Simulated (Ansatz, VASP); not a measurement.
One calculation of HfS4, two programs

```xyz
5
Lattice="4.6304 0.0000 0.0000 0.0000 4.6304 0.0000 0.0000 0.0000 4.8586" Properties=species:S:1:pos:R:3 pbc="T T T"
Hf    0.0000    0.0000    0.0000
S     0.0000    2.3152    1.2745
S     2.3152    0.0000    1.2745
S     0.0000    2.3152    3.5841
S     2.3152    0.0000    3.5841
```

Alike in both runs: functional PBE; k mesh 4 × 4 × 4; occupations gaussian, width 0.1 eV; no spin polarisation.

Ansatz relaxed the structure, and its values are those at the end. VASP's run is a single point on that final structure, the one shown.

|  | VASP | Ansatz |
| --- | --- | --- |
| version | VASP 6.6.1 | Ansatz 0.2.0 |
| potentials or method | VASP PAW PBE potentials, release 64 (Hf_pv, S), cutoff 520 eV | scalar-relativistic, plane waves, PAW |
| valence electrons in the cell | 34 | 50 |

```csv
,VASP,Ansatz,Ansatz less VASP
gap on the k mesh at the Fermi level (eV),none,none,-
pressure (GPa),-0.5,0.1,+0.54
rms of the force components (eV/Å),0.024,0.010,-0.0139
```

A gap of «none» marks a metal or a gap that the smearing closes. VASP's potentials hold 34 valence electrons a cell and Ansatz's 50, so a difference there can come from the potentials and not from the codes.

Spin-orbit coupling is off throughout.
